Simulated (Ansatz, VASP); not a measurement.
**WS2: VASP beside Ansatz**

```xyz
3
Lattice="2.9700 0.0000 0.0000 -1.4850 2.5721 0.0000 0.0000 0.0000 32.2911" Properties=species:S:1:pos:R:3 pbc="T T T"
S     0.0000    1.7147   14.4467
S     0.0000    1.7147   17.8447
W     1.4850    0.8574   16.1457
```

Alike in both runs: task single point; functional PBE; dispersion D3(BJ); k mesh 12 × 12 × 1; occupations gaussian, width 0.02 eV; no spin polarisation.

```csv
,VASP,Ansatz
version,VASP 6.6.1,Ansatz 0.2.0
potentials or method,"VASP PAW PBE potentials, release 64 (S, W_sv), cutoff 520 eV","scalar-relativistic, plane waves, PAW"
valence electrons in the cell,26,26
```

Ansatz gave:

* gap on the k mesh at the Fermi level (eV): 1.41
* least direct gap on the mesh (eV): 2.15
* rms of the force components (eV/Å): 0.464

Problem. Estimate VASP's values.

Solution. gap on the k mesh at the Fermi level (eV): 1.41; least direct gap on the mesh (eV): 2.16; rms of the force components (eV/Å): 0.463.

Neither program's run includes spin-orbit coupling.
